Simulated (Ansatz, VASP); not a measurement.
## SnSe2: VASP beside Ansatz

The input INCAR:

```
SYSTEM = SnSe2
  ALGO = Normal
  EDIFF = 1E-6
  ENCUT = 500
  GGA = PE
  GGA_COMPAT = .FALSE.
  ISIF = 2
  ISMEAR = 0
  IVDW = 12
  LASPH = .TRUE.
  LCHARG = .FALSE.
  LREAL = .FALSE.
  LWAVE = .FALSE.
  NBANDS = 20
  NELM = 120
  PREC = Accurate
  SIGMA = 0.03
```

Contents of KPOINTS:

```
k-points
0
G
  12 12 6
  0 0 0
```

POSCAR

```
SnSe2
1.0
    3.9869665719      0.0000000000      0.0000000000
   -1.9934832860      3.4528143353      0.0000000000
    0.0000000000      0.0000000000      5.8724030638
Sn Se
1 2
Direct
    0.0000000000      0.0000000000      0.0000000000
    0.3333333333      0.6666666667      0.2651331237
    0.6666666667      0.3333333333      0.7348668763
```

Input for Ansatz:

```yaml
crystal:
  lattice:
    - [3.9869665719, 0.0, 0.0]
    - [-1.993483286, 3.4528143353, 0.0]
    - [0.0, 0.0, 5.8724030638]
  atoms:
    - { symbol: Sn, position: [0.0, 0.0, 0.0] }
    - { symbol: Se, position: [0.3333333333, 0.6666666667, 0.2651331237] }
    - { symbol: Se, position: [0.6666666667, 0.3333333333, 0.7348668763] }
basis:
  ecutwfc: 420
kpoints:
  mp_grid: { grid: [12, 12, 6] }
hamiltonian:
  xc: pbe
  dispersion: d3bj
scf:
  occupations: { method: gaussian, width: 0.03 }
output:
  forces: true
  stress: true
  eigenvalues: true
```

Alike in both runs: task single point; functional PBE; dispersion D3(BJ); k mesh 12 × 12 × 6; occupations gaussian, width 0.03 eV; no spin polarisation.

|  | VASP | Ansatz |
| --- | --- | --- |
| version | VASP 6.6.1 | Ansatz 0.2.0 |
| potentials or method | VASP PAW PBE potentials, release 64 (Sn_d, Se), cutoff 500 eV | scalar-relativistic, plane waves, PAW |
| valence electrons in the cell | 26 | 46 |

Ansatz gave:

| Property | Result |
| --- | --- |
| pressure (GPa) | -3.0 |
| traceless stress, the component that is largest in VASP (GPa) | 1.98 |
| rms of the force components (eV/Å) | 0.025 |

Task: Which values does VASP return?

Result: Pressure (GPa): -3.0; traceless stress, the component that is largest in VASP (GPa): 1.97; rms of the force components (eV/Å): 0.020.

Atom by atom the forces differ by 0.005 eV/Å (rms over components). VASP's potentials hold 26 valence electrons a cell and Ansatz's 46, so a difference there can come from the potentials and not from the codes.
